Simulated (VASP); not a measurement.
In, 1 atom in the cell. It takes space group I4/mmm (No. 139, tetragonal). The conventional cell has a = 3.251 Å, b = 3.251 Å, c = 4.947 Å, α = 90.00°, β = 90.00°, γ = 90.00°. In (site symmetry 4/mmm) has 12 In at 3.25 to 3.38 Å within 4.3 Å. 

```yaml
Program: VASP 6.6.1
Task: elastic constants
Functional: PBE
Potentials_or_basis: VASP PAW PBE potentials, release 64 (In_d)
Cutoff: 500 eV
k_mesh: 8 × 8 × 8
Occupations: fermi-dirac, width 0.05 eV
Spin: no spin polarisation
Dipole_correction: no
Ions_in_elastic_constants: relaxed
Further_INCAR_settings: ALGO = Normal; EDIFF = 1e-08; NBANDS = 12; IBRION = 6; POTIM = 0.015; NSW = 1; ISIF = 3
```

Potentials or basis: VASP PAW PBE potentials, release 64 (In_d).

Run with:

```bash
$ cat potpaw_PBE.64/In_d/POTCAR > POTCAR
$ mpirun -np 1 vasp_std > vasp.out
```

Hardware: 1 thread of Intel(R) Xeon(R) 6975P-C (Granite Rapids), on a shared host.

**Question.** How long does it take, and how much memory?

**Answer.** It took 3.3 min on 1 thread of Intel(R) Xeon(R) 6975P-C (Granite Rapids), with other jobs on the host, peak memory 0.23 GiB. Counts: scf iterations 165, k points 59.
